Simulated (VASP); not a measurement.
Input of a VASP 6.6.1 run:

File POSCAR:

```
NaCl
1.0
    0.0000000000      2.8406831600      2.8406831600
    2.8406831600      0.0000000000      2.8406831600
    2.8406831600      2.8406831600      0.0000000000
Na Cl
1 1
Direct
    0.0000000000      0.0000000000      0.0000000000
    0.5000000000      0.5000000000      0.5000000000
```

Contents of INCAR.step1:

```
ALGO     = Normal         # electronic algorithm
EDIFF    = 1E-4           # SCF threshold, eV
ENCUT    = 520            # plane-wave cutoff, eV
GGA      = PE             # functional
ISMEAR   = -1             # smearing method
LASPH    = True           # aspherical terms in the spheres
LCHARG   = False          # write CHGCAR
LREAL    = False          # projectors in reciprocal space
LWAVE    = True           # write WAVECAR
NBANDS   = 14             # bands
NELM     = 100            # most SCF steps
PREC     = Accurate       # precision mode
SIGMA    = 0.02           # smearing width, eV
```

INCAR.step2

```
ALGO     = Normal         # electronic algorithm
EDIFF    = 1E-7           # SCF threshold, eV
ENCUT    = 520            # plane-wave cutoff, eV
ISIF     = 2              # what is computed and relaxed
ISMEAR   = -1             # smearing method
ISTART   = 1            
LASPH    = True           # aspherical terms in the spheres
LCHARG   = False          # write CHGCAR
LMIXTAU  = True         
LREAL    = False          # projectors in reciprocal space
LWAVE    = False          # write WAVECAR
METAGGA  = R2SCAN         # meta-GGA
NBANDS   = 14             # bands
NELM     = 100            # most SCF steps
PREC     = Accurate       # precision mode
SIGMA    = 0.02           # smearing width, eV
```

KPOINTS

```
k-points
0
Gamma
  10 10 10
```

Potentials or basis: VASP PAW PBE potentials, release 64 (Na_pv, Cl).

Launch:

```bash
$ cat potpaw_PBE.64/Na_pv/POTCAR potpaw_PBE.64/Cl/POTCAR > POTCAR
$ cp INCAR.step1 INCAR
$ mpirun -np 1 vasp_std > vasp.out
$ cp INCAR.step2 INCAR
$ mpirun -np 1 vasp_std > vasp.out
```

Estimate the pressure.

-1.2 GPa.

Estimate the band gap on the k mesh.

5.83 eV.

Caveat: the PAW data sets were made with another functional, which shifts forces and pressure a little. r2SCAN opens gaps a little over a GGA but as a rule still falls short of measured ones.
